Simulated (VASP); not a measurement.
**Cr: electric field gradients with LDA**

Cr:

```
Cr
1.0
    -1.44195    1.44195    1.44195
     1.44195   -1.44195    1.44195
     1.44195    1.44195   -1.44195
Cr
1
Cartesian
  0.0000 0.0000 0.0000
```

```json
{
  "Program": "VASP 6.6.1",
  "Task": "electric field gradients",
  "Functional": "LDA",
  "Potentials or basis": "VASP PAW LDA potentials, release 64 (Cr_pv)",
  "Cutoff": "520 eV",
  "k mesh": "22 × 22 × 22",
  "Occupations": "gaussian, width 0.05 eV",
  "Spin": "no spin polarisation",
  "Dipole correction": "no",
  "Further INCAR settings": "ALGO = Fast; EDIFF = 1e-08; NBANDS = 12"
}
```

The pressure is -24.5 GPa and the band gap on the k mesh is zero (band 6 reaches 12.60 eV, above the bottom of band 7 at 9.38 eV).

Levels at points of the mesh, in eV from the Fermi level:
```csv
k point,band 2,band 3,band 4,band 5,band 6,band 7,band 8,band 9,band 10,band 11
"(0.00, 0.00, 0.00)",-42.39,-42.39,-7.66,-0.88,-0.88,-0.88,1.02,1.02,5.31,22.05
"(0.50, 0.00, 0.00)",-42.66,-42.39,-4.26,-2.34,1.03,1.11,1.34,2.71,5.31,9.50
"(0.50, 0.50, 0.50)",-42.97,-42.97,-4.13,-4.13,2.34,2.34,2.34,5.31,10.27,10.27
```

Run time: 80 s on 1 thread of AMD EPYC 7R43 64-Core Processor (Zen 3) (shared host), peak memory 0.12 GiB.

Caveat: without QUAD_EFG the Cq values of the log hold for a quadrupole moment of 1 mb, not for the nuclei; the run has no spin polarisation, though such a crystal can be magnetic. Spin polarisation is off, so any magnetic state and its effect on volume and gap are missing.
